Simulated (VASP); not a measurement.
# Sc18H2C in VASP: single point with PBEsol

Aim: the single point of Sc18H2C with PBEsol.

Program: VASP 6.6.1. These are calculated values, not measurements. Logs are shortened: lines on timing, memory, paths and dates and some standing lists are left out, and cuts for length are marked.

## 1. The cell of the first run

The cell holds a slab with vacuum, 21 atoms: a = 6.620 Å, b = 9.930 Å, c = 18.276 Å, α = 90.00°, β = 90.00°, γ = 60.00°.

## 2. Single point, PBEsol

Input file INCAR:

```
SYSTEM = Sc18H2C
  PREC = Accurate
  ENCUT = 520
  EDIFF = 1E-6
  ISMEAR = 0
  SIGMA = 0.05
  LREAL = Auto
  LASPH = .TRUE.
  NELM = 80
  ALGO = Normal
  ISIF = 2
  LWAVE = .FALSE.
  LCHARG = .FALSE.
  GGA = PS
  NBANDS = 118
```

Input file KPOINTS:

```
Automatic mesh
0
G
  3 2 1
  0 0 0
```

Input file POSCAR:

```
Sc18H2C
1.0
    6.6200000000      0.0000000000      0.0000000000
    4.9650000000      8.5996320000      0.0000000000
    0.0000000000      0.0000000000     18.2761400000
Sc C H
18 1 2
Direct
    0.0000000000      0.0000000000      0.0547161490
    0.5000000000      0.0000000000      0.0547161490
    0.0000000000      0.3333333333      0.0547161490
    0.5000000000      0.3333333333      0.0547161490
    0.0000000000      0.6666666667      0.0547161490
    0.5000000000      0.6666666667      0.0547161490
   -0.1648224516      0.2203241953      0.1872693030
    0.3275563584      0.2244618142      0.1877410657
   -0.1651812262      0.5514515040      0.1916953470
    0.3359633594      0.5540994080      0.1867504845
   -0.1605949001      0.8914070974      0.1886334313
    0.3311408980      0.8885011591      0.1883054628
    0.0097693286      0.0188354571      0.3369808942
    0.4917489051      0.0017217016      0.3227249846
   -0.0023339310      0.3180820993      0.3393459450
    0.4940675607      0.3357773914      0.3206857137
    0.0116384277      0.6610849162      0.3199114255
    0.4839205156      0.6702246096      0.3226535253
    0.2241464102      0.0979048871      0.3962765661
   -0.2129042438      0.2365309353      0.3778871797
    0.1554592048      0.1285246857      0.4533588055
```

Potentials or basis: VASP PAW PBE potentials, release 64 (Sc_sv, C, H).

Launch:

```bash
cat potpaw_PBE.64/Sc_sv/POTCAR potpaw_PBE.64/C/POTCAR potpaw_PBE.64/H/POTCAR > POTCAR
mpirun -np 1 vasp_std > vasp.out
```

OUTCAR:

```text
SYSTEM = Sc18H2C
   PREC = Accurate
   ENCUT = 520
   EDIFF = 1E-6
   ISMEAR = 0
   LREAL = Auto
   LASPH = .TRUE.
   NELM = 80
   ISIF = 2
   GGA = PS

 ion  position               nearest neighbor table
   1  0.000  0.000  0.055-  11 3.07   7 3.08  12 3.09   5 3.31   3 3.31   6 3.31   4 3.31   2 3.31
                             2 3.31
   2  0.500  0.000  0.055-   8 3.10  12 3.11  11 3.13   6 3.31   4 3.31   5 3.31   3 3.31   1 3.31
                             1 3.31
   3  0.000  0.333  0.055-   8 3.07   7 3.09   9 3.13   1 3.31   2 3.31   6 3.31   5 3.31   4 3.31
                             4 3.31
   4  0.500  0.333  0.055-  10 3.07   7 3.09   8 3.10   2 3.31   1 3.31   5 3.31   6 3.31   3 3.31
                             3 3.31
   5  0.000  0.667  0.055-  10 3.09  11 3.12   9 3.17   1 3.31   2 3.31   4 3.31   3 3.31   6 3.31
                             6 3.31
   6  0.500  0.667  0.055-  10 3.08  12 3.10   9 3.15   2 3.31   1 3.31   3 3.31   4 3.31   5 3.31
                             5 3.31
   7  0.835  0.220  0.187-   1 3.08   3 3.09   4 3.09  16 3.13  13 3.24  11 3.25   8 3.28   9 3.29
                            12 3.29  15 3.30  10 3.31   8 3.34
   8  0.328  0.224  0.188-   3 3.07  16 3.09   4 3.10   2 3.10  14 3.12   9 3.26   7 3.28  10 3.30
                            12 3.32   7 3.34  11 3.35  15 3.36
   9  0.835  0.551  0.192-  17 3.05  18 3.13   3 3.13   6 3.15   5 3.17   8 3.26   7 3.29  10 3.29
                            10 3.33  12 3.34  15 3.36  11 3.39
  10  0.336  0.554  0.187-  17 3.06   4 3.07   6 3.08  16 3.09   5 3.09  18 3.10   9 3.29   8 3.30
                            12 3.30   7 3.31  11 3.32   9 3.33
  11  0.839  0.891  0.189-   1 3.07  17 3.11   5 3.12   2 3.13  14 3.16  12 3.24   7 3.25  10 3.32
                             8 3.35  12 3.38   9 3.39  13 3.41
  12  0.331  0.889  0.188-  18 3.09   1 3.09   6 3.10  14 3.10   2 3.11  11 3.24   7 3.29  13 3.29
                            10 3.30   8 3.32   9 3.34  11 3.38
  13  0.010  0.019  0.337-  20 2.05  19 2.22  15 2.93  14 3.12   7 3.24  12 3.29  16 3.30  18 3.32
                            11 3.41
  14  0.492  0.002  0.323-  19 2.04  12 3.10  13 3.12   8 3.12  11 3.16  15 3.22  18 3.32  16 3.33
                            17 3.41
  15  0.998  0.318  0.339-  20 2.06  19 2.20  13 2.93  14 3.22  16 3.27   7 3.30   8 3.36   9 3.36
                            16 3.39
  16  0.494  0.336  0.321-  20 1.98  10 3.09   8 3.09   7 3.13  17 3.21  15 3.27  18 3.29  13 3.30
                            14 3.33  15 3.39
  17  0.012  0.661  0.320-   9 3.05  10 3.06  11 3.11  18 3.17  16 3.21  14 3.41
  18  0.484  0.670  0.323-  12 3.09  10 3.10   9 3.13  17 3.17  16 3.29  14 3.32  13 3.32
  19  0.224  0.098  0.396-  21 1.12  14 2.04  15 2.20  13 2.22
  20  0.787  0.237  0.378-  16 1.98  13 2.05  15 2.06
  21  0.155  0.129  0.453-  19 1.12

  LATTYP: Found a simple monoclinic cell.
 ALAT       =     6.6200000000
 B/A-ratio  =     2.7607462236
 C/A-ratio  =     1.3228756170
 COS(beta)  =    -0.1889822420

  Lattice vectors:
[... 180 lines left out ...]
   EMIN   =  10.00;   EMAX   =-10.00  energy-range for DOS
   EFERMI =   0.00;   METHOD = LEGACY
   ISMEAR =     0;   SIGMA  =   0.05  broadening in eV -4-tet -1-fermi 0-gaus
   EFERMI_NEDOS =   21; number of points for ismear=-14 and -15
   IALGO  =     38    algorithm
   IMIX   =      4    mixing-type and parameters
     AMIX     =   0.40;   BMIX     =  1.00
     AMIX_MAG =   1.60;   BMIX_MAG =  1.00
  volume/ion in A,a.u.               =      49.55       334.35
  Fermi-wavevector in a.u.,A,eV,Ry     =   0.951066  1.797255 12.306837  0.904527
  Thomas-Fermi vector in A             =   2.079502
   LORBIT       =      0    0 simple, 1 ext, 2 COOP (PROOUT), +10 PAW based schemes
   GGA     = PS    functional components
   LHFCALC =     F    Hartree Fock is set to
   AEXX    =    0.0000 exact exchange contribution
   IVDW    =     0    specifies the selected vdW correction
   LEPSILON=     F    determine dielectric tensor
   LRPA    =     F    only Hartree local field effects (RPA)
 non-spin polarized calculation
 Gauss-broadening in eV      SIGMA  =   0.05
  energy-cutoff  :      520.00
  volume of cell :     1040.45
 maximum number of plane-waves:     28075
 NGX is ok and might be reduce to    50
   NGX = 25   NGY = 37   NGZ = 67

 number of electron     204.0000009 magnetization

 Free energy of the ion-electron system (eV)
  ---------------------------------------------------
  ext. energy  EPLUGINS =         0.00000000
  ---------------------------------------------------
  free energy    TOTEN  =      -126.68696637 eV

  energy without entropy =     -126.63759522  energy(sigma->0) =     -126.66228080

 E-fermi :  -0.2508     XC(G=0):  -5.2761

 val. band max:       -0.2596589380   @ k =   0.3333  -0.0000   0.0000
 cond. band min:      -0.2441463948   @ k =   0.3333   0.5000   0.0000
 fundamental gap:      0.0155125431
 Fermi energy:        -0.2507509815

 k-point     1 :       0.0000    0.0000    0.0000
  band No.  band energies     occupation
      1     -49.7621      2.00000
      2     -49.7576      2.00000
      3     -49.7369      2.00000
      4     -49.7322      2.00000
      5     -49.7315      2.00000
      6     -49.6987      2.00000
[... 457 lines left out ...]
    113       0.2251      0.00000
    114       0.2794      0.00000
 [bands above 114 left out]

------------------------ aborting loop because EDIFF is reached ----------------------------------------

  FORCE on cell =-STRESS in cart. coord.  units (eV):
  Direction    XX          YY          ZZ          XY          YZ          ZX
  --------------------------------------------------------------------------------------
  -------------------------------------------------------------------------------------
  Total       -5.9535121     -5.6562437      0.0551251     -0.6569918      0.0159137     -0.0060901
  in kB       -9.1677231     -8.7099640      0.0848863     -1.0116917      0.0245052     -0.0093781
  external PRESSURE =      -5.9309336 kB  Pullay stress =       0.0000000 kB

 VOLUME and BASIS-vectors are now :
 -----------------------------------------------------------------------------
  energy-cutoff  :      520.00
  volume of cell :     1040.45
      direct lattice vectors                 reciprocal lattice vectors
     6.620000000  0.000000000  0.000000000     0.151057402 -0.087213034  0.000000000
     4.965000000  8.599632000  0.000000000     0.000000000  0.116284046  0.000000000
     0.000000000  0.000000000 18.276140000     0.000000000  0.000000000  0.054716149

 POSITION                                       TOTAL-FORCE (eV/Angst)
 -----------------------------------------------------------------------------------
      0.00000      0.00000      1.00000        -0.028934     -0.068211     -0.106130
      3.31000      0.00000      1.00000         0.059615     -0.016130      0.038932
      1.65500      2.86654      1.00000        -0.009266      0.098890     -0.140468
      4.96500      2.86654      1.00000        -0.008706      0.012602      0.012505
      3.31000      5.73309      1.00000        -0.023711     -0.000024      0.096882
      6.62000      5.73309      1.00000         0.011187     -0.029925      0.055210
[... 13 lines left out ...]
      6.38495      2.03408      6.90632         0.005163     -0.001208      0.010193
      1.66727      1.10526      8.28565        -0.012048      0.007706      0.030882
 -----------------------------------------------------------------------------------
    total drift:                               -0.000521      0.003630     -0.003228

  FREE ENERGIE OF THE ION-ELECTRON SYSTEM (eV)
  ---------------------------------------------------
  free  energy   TOTEN  =      -126.6869663691 eV

  energy  without entropy=     -126.6375952233  energy(sigma->0) =     -126.66228080
```

OSZICAR:

```text
N       E                     dE             d eps       ncg     rms          rms(c)
DAV:   1     0.475554500758E+04    0.47555E+04   -0.86329E+04  1072   0.154E+03
DAV:   2     0.327631010858E+03   -0.44279E+04   -0.43815E+04  1272   0.744E+02
DAV:   3    -0.119993365694E+03   -0.44762E+03   -0.43432E+03  1600   0.363E+02
DAV:   4    -0.154169931678E+03   -0.34177E+02   -0.33379E+02  1560   0.827E+01
[... 25 lines left out ...]
DAV:  30    -0.126686958983E+03   -0.10996E-04   -0.18770E-06   800   0.506E-03    0.111E-03
DAV:  31    -0.126686963311E+03   -0.43274E-05   -0.76592E-07   664   0.345E-03    0.773E-04
DAV:  32    -0.126686964990E+03   -0.16790E-05   -0.22518E-07   624   0.257E-03    0.568E-04
DAV:  33    -0.126686966092E+03   -0.11021E-05   -0.19860E-07   600   0.176E-03    0.453E-04
DAV:  34    -0.126686966369E+03   -0.27724E-06   -0.85433E-08   552   0.155E-03
   1 F= -.12668697E+03 E0= -.12666228E+03  d E =-.493711E-01
```

Run time: 56 min. Hardware: 1 thread of Intel Xeon 8259CL, shared host; peak memory 1.2 GiB.

Results:

```
Free energy            : -126.6870 eV
Largest force          : 0.172 eV/Å
Band gap on the k mesh : zero (bands 102 and 103 overlap by 0.03 eV)
```

Forces on the atoms (eV/Å):
```
Sc  -0.029 -0.068 -0.106
Sc   0.060 -0.016  0.039
Sc  -0.009  0.099 -0.140
Sc  -0.009  0.013  0.013
Sc  -0.024  0.000  0.097
Sc   0.011 -0.030  0.055
Sc   0.000 -0.001  0.002
Sc  -0.002  0.003 -0.003
Sc   0.000 -0.001 -0.003
Sc   0.001  0.000  0.001
Sc   0.001 -0.001  0.005
Sc  -0.003 -0.002  0.000
Sc  -0.029 -0.012 -0.008
Sc   0.035 -0.023 -0.022
Sc  -0.002  0.029 -0.013
Sc  -0.012  0.002  0.000
Sc   0.000  0.006  0.007
Sc   0.001  0.003  0.006
C    0.016 -0.006  0.028
H    0.005 -0.001  0.010
H   -0.012  0.008  0.031
```

Caveat: the k points lie up to 0.37 Å⁻¹ apart; there is no dipole correction, which matters where the two faces differ; the PAW data sets were made with another functional, which shifts forces and pressure a little.
